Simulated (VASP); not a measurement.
## Mg3Te: single point with LDA

Mg3Te:

```
Te Mg
1.0
    -2.16751    2.16751    5.35200
     2.16751   -2.16751    5.35200
     2.16751    2.16751   -5.35200
Te Mg
1 3
Direct
  0.00000 0.00000 0.00000
  0.25000 0.75000 0.50000
  0.75000 0.25000 0.50000
  0.50000 0.50000 0.00000
```

```json
{
  "Program": "VASP 6.6.1",
  "Task": "single point",
  "Functional": "LDA",
  "Potentials or basis": "VASP PAW LDA potentials, release 64 (Te, Mg)",
  "Cutoff": "520 eV",
  "k mesh": "9 × 9 × 9",
  "Occupations": "fermi-dirac, width 0.05 eV",
  "Spin": "no spin polarisation"
}
```

```yaml
Pressure: -3.7 GPa
Band_gap_on_the_k_mesh: zero (bands 6 and 7 overlap by 1.27 eV)
```

Stress tensor (GPa, compression positive):
```
-3.93  0.00  0.00
 0.00 -3.93  0.00
 0.00  0.00 -3.30
```

Levels at points of the mesh, in eV from the Fermi level:
```tsv
k point	band 4	band 5	band 6	band 7	band 8	band 9
(0.00, 0.00, 0.00)	-2.52	-2.52	0.14	1.26	1.57	1.57
```

It took 76 s on 1 thread of AMD EPYC 9R45 (Zen 5) (shared host), peak memory 0.29 GiB.

Caveat: the cell stands under tension; spin-orbit coupling is left out, which moves the levels of the heavy elements.
